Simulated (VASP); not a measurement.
# C: single point with LDA

The system is C.

```
C
1.0
     0.00000    1.76572    1.76572
     1.76572    0.00000    1.76572
     1.76572    1.76572    0.00000
C
2
Direct
  0.00000 0.00000 0.00000
  0.25000 0.25000 0.25000
```

```json
{
 "Program": "VASP 6.6.1",
 "Task": "single point",
 "Functional": "LDA",
 "Potentials or basis": "VASP PAW LDA potentials, release 64 (C_h)",
 "Cutoff": "1300 eV",
 "k mesh": "12 × 12 × 12",
 "Occupations": "gaussian, width 0.02 eV",
 "Spin": "no spin polarisation",
 "Dipole correction": "no",
 "Further INCAR settings": "ALGO = Normal; EDIFF = 1e-06; NBANDS = 11"
}
```

The pressure is 1.0 GPa and the band gap on the k mesh is 4.20 eV (least direct gap 5.63 eV).

Levels at points of the mesh, in eV from the valence-band top:
| k point | band 2 | band 3 | band 4 | band 5 | band 6 | band 7 |
| --- | --- | --- | --- | --- | --- | --- |
| (0.00, 0.00, 0.00) | 0.00 | 0.00 | 0.00 | 5.63 | 5.63 | 5.63 |
| (0.50, 0.00, 0.00) | -13.70 | -2.87 | -2.87 | 8.51 | 8.51 | 9.42 |
| (0.50, 0.50, 0.00) | -12.82 | -6.47 | -6.47 | 4.78 | 4.78 | 17.08 |

Run time: 59 s on 1 thread of Intel(R) Xeon(R) Platinum 8375C CPU @ 2.90GHz (Ice Lake), on a shared host, peak memory 0.14 GiB.

A k mesh can miss the band edges.
